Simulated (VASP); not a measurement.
# WS2 (P-1) in VASP: further runs

WS2 is run at these levels: PBEsol; tasks: single point.

Everything below comes from runs of VASP 6.6.1. Logs are shortened: lines on timing, memory, paths and dates and some standing lists are left out, and cuts for length are marked.

## (1) The cell of the first run

The typed cell holds 6 atoms: a = 3.147 Å, b = 3.148 Å, c = 12.714 Å, α = 93.29°, β = 92.67°, γ = 119.93°.

## (2) Single point, PBEsol (engineering shear strain xz -0.0467, engineering shear strain yz -0.0933)

Input file INCAR:

```
  ALGO = Normal
  EDIFF = 1E-6
  ENCUT = 520
  GGA = PS
  ISIF = 2
  ISMEAR = 0
  LASPH = True
  LCHARG = False
  LREAL = False
  LWAVE = False
  NBANDS = 35
  NELM = 100
  PREC = Accurate
  SIGMA = 0.05
```

Input file KPOINTS:

```
k-points
0
Gamma
  12 12 2
```

Input file POSCAR:

```
WS2
1.0
    3.1462408358      0.0000000000     -0.0734647235
   -1.5731204179      2.7247244902     -0.0903760357
   -0.2964668872     -0.5922989416     12.6966546967
W S
2 4
Direct
    0.3814004478      0.7571948796      0.2455061726
    0.6185995522      0.2428051204      0.7544938274
    0.2358389495      0.5226647287      0.6307619315
    0.6653215098      0.3702062198      0.1216910124
    0.3346784902      0.6297937802      0.8783089876
    0.7641610505      0.4773352713      0.3692380685
```

Potentials or basis: VASP PAW PBE potentials, release 64 (W_sv, S).

Command:

```bash
> cat potpaw_PBE.64/W_sv/POTCAR potpaw_PBE.64/S/POTCAR > POTCAR
> mpirun -np 1 vasp_std > vasp.out
```

OUTCAR:

```text
EDIFF = 1E-6
   ENCUT = 520
   GGA = PS
   ISIF = 2
   ISMEAR = 0
   LASPH = True
   LREAL = False
   NELM = 100
   PREC = Accurate

 ion  position               nearest neighbor table
   1  0.381  0.757  0.246-   6 2.40   4 2.40   6 2.40   4 2.40   4 2.40   6 2.40
   2  0.619  0.243  0.754-   3 2.40   5 2.40   3 2.40   5 2.40   5 2.40   3 2.40
   3  0.236  0.523  0.631-   2 2.40   2 2.40   2 2.40
   4  0.665  0.370  0.122-   1 2.40   1 2.40   1 2.40
   5  0.335  0.630  0.878-   2 2.40   2 2.40   2 2.40
   6  0.764  0.477  0.369-   1 2.40   1 2.40   1 2.40

  LATTYP: Found a triclinic cell.
 ALAT       =     3.1470984196
 B/A-ratio  =     1.7315871620
 C/A-ratio  =     4.3184564988
 COS(alpha) =     0.0057235086
 COS(beta)  =     0.1883845546
 COS(gamma) =     0.8657128009

  Lattice vectors:

 A1 = (  -3.1462408358,   0.0000000000,   0.0734647235)
 A2 = (  -4.7193612537,   2.7247244902,  -0.0169113122)
 A3 = (  -2.8497739486,  -4.8571500388, -12.3689731783)

Analysis of symmetry for initial positions (statically):
=====================================================================
 Subroutine PRICEL returns:
 Original cell was already a primitive cell.

 Routine SETGRP: Setting up the symmetry group for a
 triclinic supercell.

 Subroutine GETGRP returns: Found  2 space group operations
 (whereof  2 operations were pure point group operations)
 out of a pool of  2 trial point group operations.

The static configuration has the point symmetry S_2 .

Analysis of symmetry for dynamics (positions and initial velocities):
=====================================================================
 Subroutine PRICEL returns:
 Original cell was already a primitive cell.

 Routine SETGRP: Setting up the symmetry group for a
 triclinic supercell.

 Subroutine GETGRP returns: Found  2 space group operations
 (whereof  2 operations were pure point group operations)
 out of a pool of  2 trial point group operations.

The dynamic configuration has the point symmetry S_2 .

 Subroutine INISYM returns: Found  2 space group operations
 (whereof  2 operations are pure point group operations),
 and found     1 'primitive' translations

----------------------------------------------------------------------------------------

                                     Primitive cell

  volume of cell :     108.5476

  direct lattice vectors                    reciprocal lattice vectors
     3.146240836  0.000000000 -0.073464723     0.318213822  0.184252389  0.016025667
    -1.573120418  2.724724490 -0.090376036     0.000400866  0.367810457  0.017167718
    -0.296466887 -0.592298942 12.696654697     0.001844086  0.003684223  0.078975832

  length of vectors
     3.147098420  3.147538598 12.713919582     0.368056791  0.368211113  0.079083223

  position of ions in fractional coordinates (direct lattice)
     0.381400448  0.757194880  0.245506173
     0.618599552  0.242805120  0.754493827
     0.235838949  0.522664729  0.630761931
     0.665321510  0.370206220  0.121691012
     0.334678490  0.629793780  0.878308988
     0.764161051  0.477335271  0.369238069

  ion indices of the primitive-cell ions
   primitive index   ion index
                 1           1
                 2           2
                 3           3
                 4           4
                 5           5
                 6           6

----------------------------------------------------------------------------------------

 KPOINTS: k-points

Automatic generation of k-mesh.
 Grid dimensions read from file:
 generate k-points for:   12   12    2

 Generating k-lattice:

  Cartesian coordinates                     Fractional coordinates (reciprocal lattice)
     0.026517818  0.015354366  0.001335472     0.083333333 -0.000000000 -0.000000000
     0.000033406  0.030650871  0.001430643     0.000000000  0.083333333  0.000000000
     0.000922043  0.001842111  0.039487916     0.000000000  0.000000000  0.500000000

  Length of vectors
     0.030671399  0.030684259  0.039541612

  Shift w.r.t. Gamma in fractional coordinates (k-lattice)
     0.000000000  0.000000000  0.000000000

 Subroutine IBZKPT returns following result:
 ===========================================

 Found    148 irreducible k-points:

 Following reciprocal coordinates:
            Coordinates               Weight
  0.000000  0.000000  0.000000      1.000000
  0.083333  0.000000 -0.000000      2.000000
  0.166667  0.000000 -0.000000      2.000000
  0.250000 -0.000000 -0.000000      2.000000
  0.333333  0.000000 -0.000000      2.000000
  0.416667  0.000000 -0.000000      2.000000
[... 16 lines left out ...]
  0.250000  0.166667 -0.000000      2.000000
  0.333333  0.166667 -0.000000      2.000000
 [... further k-points ...]
   k-points           NKPTS =    148   k-points in BZ     NKDIM =    148   number of bands    NBANDS=     35
   number of dos      NEDOS =    301   number of ions     NIONS =      6
   total plane-waves  NPLWV =  55296
   dimension x,y,z NGX =    24 NGY =   24 NGZ =   96
   dimension x,y,z NGXF=    48 NGYF=   48 NGZF=  192
   ions per type =               2   4
   NGX,Y,Z   is equivalent  to a cutoff of  12.68, 12.68, 12.55 a.u.
   NGXF,Y,Z  is equivalent  to a cutoff of  25.36, 25.35, 25.11 a.u.
 SYSTEM =  unknown system
   PREC   = accura    normal or accurate (medium, high low for compatibility)
   ISTART =      0    job   : 0-new  1-cont  2-samecut
   ICHARG =      2    charge: 1-file 2-atom 10-const
   ISPIN  =      1    spin polarized calculation?
   LNONCOLLINEAR =      F non collinear calculations
   LSORBIT =      F    spin-orbit coupling
   LASPH  =      T    aspherical Exc in radial PAW
   ENCUT  =  520.0 eV  38.22 Ry    6.18 a.u.   5.85  5.85 23.64*2*pi/ulx,y,z
   NELM   =    100;   NELMIN=  2; NELMDL= -5     # of ELM steps
   EDIFF  = 0.1E-05   stopping-criterion for ELM
   LREAL  =      F    real-space projection
   EDIFFG = 0.1E-04   stopping-criterion for IOM
   NSW    =      0    number of steps for IOM
   IBRION =     -1    ionic relax: 0-MD 1-quasi-New 2-CG
   NFREE  =      0    steps in history (QN), initial steepest desc. (CG)
   ISIF   =      2    stress and relaxation
   ISYM   =      2    0-nonsym 1-usesym 2-fastsym
   POTIM  = 0.5000    time-step for ionic-motion
   TEBEG  =    0.0;   TEEND  =   0.0 temperature during run
   PSTRESS=    0.0 pullay stress
   NELECT =      52.0000    total number of electrons
   NUPDOWN=      -1.0000    fix difference up-down
   EMIN   =  10.00;   EMAX   =-10.00  energy-range for DOS
   EFERMI =   0.00;   METHOD = LEGACY
   ISMEAR =     0;   SIGMA  =   0.05  broadening in eV -4-tet -1-fermi 0-gaus
   EFERMI_NEDOS =   21; number of points for ismear=-14 and -15
   IALGO  =     38    algorithm
   IMIX   =      4    mixing-type and parameters
     AMIX     =   0.40;   BMIX     =  1.00
     AMIX_MAG =   1.60;   BMIX_MAG =  1.00
  volume/ion in A,a.u.               =      18.09       122.09
  Fermi-wavevector in a.u.,A,eV,Ry     =   1.280961  2.420665 22.325262  1.640860
  Thomas-Fermi vector in A             =   2.413358
   LORBIT       =      0    0 simple, 1 ext, 2 COOP (PROOUT), +10 PAW based schemes
   GGA     = PS    functional components
   LHFCALC =     F    Hartree Fock is set to
   AEXX    =    0.0000 exact exchange contribution
   IVDW    =     0    specifies the selected vdW correction
   LEPSILON=     F    determine dielectric tensor
   LRPA    =     F    only Hartree local field effects (RPA)
 non-spin polarized calculation
 Gauss-broadening in eV      SIGMA  =   0.05
  energy-cutoff  :      520.00
  volume of cell :      108.55
 maximum number of plane-waves:      2941
   NGX = 11   NGY = 11   NGZ = 47

 number of electron      51.9999999 magnetization

 Free energy of the ion-electron system (eV)
  ---------------------------------------------------
  ext. energy  EPLUGINS =         0.00000000
  ---------------------------------------------------
  free energy    TOTEN  =       -50.52756609 eV

  energy without entropy =      -50.52756609  energy(sigma->0) =      -50.52756609

 E-fermi :   7.4866     XC(G=0): -10.9541

 val. band max:        7.0548864649   @ k =   0.0000   0.0000   0.0000
 cond. band min:       8.1380848879   @ k =  -0.3333   0.1667   0.0000
 fundamental gap:      1.0831984230
 Fermi energy:         7.4865915697

 k-point     1 :       0.0000    0.0000    0.0000
  band No.  band energies     occupation
      1     -67.4176      2.00000
      2     -67.4176      2.00000
      3     -31.6957      2.00000
      4     -31.6957      2.00000
      5     -31.5047      2.00000
      6     -31.5047      2.00000
[... 27 lines left out ...]
     34       9.7234      0.00000
     35      11.8432      0.00000

 k-point     2 :       0.0833    0.0000   -0.0000
  band No.  band energies     occupation
      1     -67.4163      2.00000
      2     -67.4163      2.00000
      3     -31.6910      2.00000
      4     -31.6910      2.00000
      5     -31.5299      2.00000
      6     -31.5299      2.00000
[... 27 lines left out ...]
     34       9.7182      0.00000
     35      12.4003      0.00000

 k-point     3 :       0.1667    0.0000   -0.0000
  band No.  band energies     occupation
      1     -67.4127      2.00000
      2     -67.4126      2.00000
      3     -31.6782      2.00000
      4     -31.6782      2.00000
      5     -31.6001      2.00000
      6     -31.6001      2.00000
[... 27 lines left out ...]
     34      10.2372      0.00000
     35      13.4611      0.00000

 k-point     4 :       0.2500   -0.0000   -0.0000
  band No.  band energies     occupation
      1     -67.4077      2.00000
      2     -67.4077      2.00000
      3     -31.6948      2.00000
      4     -31.6948      2.00000
      5     -31.6606      2.00000
      6     -31.6606      2.00000
[... 27 lines left out ...]
     34      10.7810      0.00000
     35      13.7605      0.00000

 k-point     5 :       0.3333    0.0000   -0.0000
  band No.  band energies     occupation
      1     -67.4028      2.00000
      2     -67.4028      2.00000
      3     -31.7880      2.00000
      4     -31.7880      2.00000
      5     -31.6430      2.00000
      6     -31.6430      2.00000
[... 638 lines left out ...]
 k-point    22 :       0.1667    0.1667   -0.0000
  band No.  band energies     occupation
      1     -67.4053      2.00000
      2     -67.4053      2.00000
      3     -31.7237      2.00000
      4     -31.7237      2.00000
      5     -31.6519      2.00000
      6     -31.6518      2.00000
[... 27 lines left out ...]
     34      11.3835      0.00000
     35      14.4596      0.00000

 k-point    23 :       0.2500    0.1667   -0.0000
  band No.  band energies     occupation
      1     -67.4010      2.00000
      2     -67.4010      2.00000
      3     -31.7875      2.00000
      4     -31.7875      2.00000
      5     -31.6366      2.00000
      6     -31.6366      2.00000
[... 27 lines left out ...]
     34      11.7328      0.00000
     35      13.5848      0.00000

 k-point    24 :       0.3333    0.1667   -0.0000
  band No.  band energies     occupation
      1     -67.3979      2.00000
      2     -67.3979      2.00000
      3     -31.8326      2.00000
      4     -31.8326      2.00000
      5     -31.6405      2.00000
      6     -31.6405      2.00000
[... 27 lines left out ...]
     34      11.7866      0.00000
     35      12.5467      0.00000

 [... further k-points ...]
[... 5 lines left out ...]
  --------------------------------------------------------------------------------------
  -------------------------------------------------------------------------------------
  Total        0.1659752     -0.0039511      0.5952696     -0.0945545      0.0820587      0.3763172
  in kB        2.4498159     -0.0583186      8.7862577     -1.3956374      1.2111966      5.5544914
  external PRESSURE =       3.7259183 kB  Pullay stress =       0.0000000 kB

 VOLUME and BASIS-vectors are now :
 -----------------------------------------------------------------------------
  energy-cutoff  :      520.00
  volume of cell :      108.55
      direct lattice vectors                 reciprocal lattice vectors
     3.146240836  0.000000000 -0.073464723     0.318213822  0.184252389  0.016025667
    -1.573120418  2.724724490 -0.090376036     0.000400866  0.367810457  0.017167718
    -0.296466887 -0.592298942 12.696654697     0.001844086  0.003684223  0.078975832

 POSITION                                       TOTAL-FORCE (eV/Angst)
 -----------------------------------------------------------------------------------
     -0.06397      1.91773      3.02066         0.000645     -0.000050      0.000261
      1.34062      0.21469      9.51216        -0.000645      0.000050     -0.000261
     -0.26721      1.05052      7.94400        -0.000080     -0.001117     -0.017332
      1.47481      0.93663      1.46273        -0.000613     -0.000502     -0.017676
     -0.19815      1.19579     11.07008         0.000613      0.000502      0.017676
      1.54386      1.08191      4.58881         0.000080      0.001117      0.017332
 -----------------------------------------------------------------------------------
    total drift:                               -0.000000     -0.000000     -0.000000

  FREE ENERGIE OF THE ION-ELECTRON SYSTEM (eV)
  ---------------------------------------------------
  free  energy   TOTEN  =       -50.5275660932 eV

  energy  without entropy=      -50.5275660932  energy(sigma->0) =      -50.52756609
```

Run time: 5.4 min. Hardware: 1 thread of Intel Xeon Platinum 8488C (Sapphire Rapids), shared host; peak memory 0.53 GiB.

What came out:

| Quantity | Value |
| --- | --- |
| Free energy | -50.5276 eV |
| Pressure | 0.4 GPa |
| Largest force | 0.018 eV/Å |
| Band gap on the k mesh | 1.08 eV (least direct gap 1.87 eV) |

Forces on the atoms (eV/Å):
```
W    0.001  0.000  0.000
W   -0.001  0.000  0.000
S    0.000 -0.001 -0.017
S   -0.001 -0.001 -0.018
S    0.001  0.001  0.018
S    0.000  0.001  0.017
```

Levels at points of the mesh, in eV from the valence-band top:
```
           k point  band 23  band 24  band 25  band 26  band 27  band 28  band 29  band 30
(0.00, 0.00, 0.00)    -2.13    -1.64    -1.17     0.00     2.38     2.40     2.40     2.43
(0.50, 0.00, 0.00)    -1.82    -1.73    -1.62    -1.43     2.41     2.44     2.74     2.85
(0.00, 0.50, 0.00)    -1.83    -1.71    -1.56    -1.46     2.41     2.44     2.64     2.95
(0.50, 0.50, 0.00)    -1.81    -1.76    -1.66    -1.46     2.42     2.43     2.75     2.94
(0.00, 0.00, 0.50)    -2.15    -2.14    -0.40    -0.28     2.37     2.38     2.42     2.43
(0.50, 0.00, 0.50)    -1.82    -1.73    -1.64    -1.42     2.41     2.44     2.71     2.94
(0.00, 0.50, 0.50)    -1.79    -1.77    -1.68    -1.40     2.42     2.43     2.79     2.84
(0.50, 0.50, 0.50)    -1.85    -1.74    -1.57    -1.49     2.41     2.44     2.83     2.88
```

Caveat: the cell differs from its parent crystal (engineering shear strain xz -0.0467, engineering shear strain yz -0.0933); the PAW data sets were made with another functional, which shifts forces and pressure a little; spin-orbit coupling is left out, which moves the levels of the heavy elements.

## (3) Single point, PBEsol (engineering shear strain xz -0.0933, engineering shear strain yz -0.1400)

Input file INCAR:

```
SYSTEM = WS2
  ALGO = Normal
  EDIFF = 1E-6
  ENCUT = 520
  GGA = PS
  ISIF = 2
  ISMEAR = 0
  LASPH = .TRUE.
  LCHARG = .FALSE.
  LREAL = .FALSE.
  LWAVE = .FALSE.
  NBANDS = 35
  NELM = 100
  PREC = Accurate
  SIGMA = 0.05
```

Input file KPOINTS:

```
k-points
0
G
  12 12 2
  0 0 0
```

Input file POSCAR:

```
WS2
1.0
    3.1462408358      0.0000000000     -0.1467721350
   -1.5731204179      2.7247244902     -0.1173446468
   -0.5922989416     -0.8887658288     12.6966546967
W S
2 4
Direct
    0.1054997946      0.4711705122      0.2530015978
    0.8945002054      0.5288294878      0.7469984022
    0.4731848375      0.7809742888      0.6225077524
    0.3513357112      0.0563377510      0.1285320428
    0.6486642888      0.9436622490      0.8714679572
    0.5268151625      0.2190257112      0.3774922476
```

Potentials or basis: VASP PAW PBE potentials, release 64 (W_sv, S).

Command:

```bash
> cat potpaw_PBE.64/W_sv/POTCAR potpaw_PBE.64/S/POTCAR > POTCAR
> mpirun -np 1 vasp_std > vasp.out
```

It took 3.7 min on 1 thread of Intel Xeon 6975P-C (Granite Rapids), shared host; peak memory 0.53 GiB.

The run converged. Its results:

```
Free energy            : -50.5311 eV
Pressure               : 0.2 GPa
Largest force          : 0.024 eV/Å
Band gap on the k mesh : 1.07 eV (least direct gap 1.85 eV)
```

Forces on the atoms (eV/Å):
```
W    0.001 -0.003 -0.008
W   -0.001  0.003  0.008
S    0.002  0.001 -0.024
S    0.000  0.005 -0.020
S    0.000 -0.005  0.020
S   -0.002 -0.001  0.024
```

Stress tensor (GPa, compression positive):
```
-0.08 -0.40 -0.33
-0.40 -0.44 -0.32
-0.33 -0.32  1.02
```

Levels at points of the mesh, in eV from the valence-band top:
```
           k point  band 23  band 24  band 25  band 26  band 27  band 28  band 29  band 30
(0.00, 0.00, 0.00)    -2.16    -1.61    -1.19     0.00     2.35     2.35     2.35     2.40
(0.50, 0.00, 0.00)    -1.84    -1.77    -1.67    -1.47     2.37     2.39     2.73     2.88
(0.00, 0.50, 0.00)    -1.81    -1.81    -1.72    -1.43     2.38     2.38     2.76     2.84
(0.50, 0.50, 0.00)    -1.88    -1.80    -1.67    -1.48     2.38     2.40     2.70     2.92
(0.00, 0.00, 0.50)    -2.18    -2.17    -0.37    -0.30     2.33     2.34     2.40     2.40
(0.50, 0.00, 0.50)    -1.86    -1.74    -1.64    -1.49     2.37     2.39     2.68     2.86
(0.00, 0.50, 0.50)    -1.88    -1.73    -1.55    -1.54     2.36     2.40     2.61     2.91
(0.50, 0.50, 0.50)    -1.88    -1.82    -1.56    -1.53     2.38     2.39     2.80     2.85
```

Caveat: the cell differs from its parent crystal (engineering shear strain xz -0.0933, engineering shear strain yz -0.1400); the PAW data sets were made with another functional, which shifts forces and pressure a little; spin-orbit coupling is left out, which moves the levels of the heavy elements. A k mesh can miss the band edges.
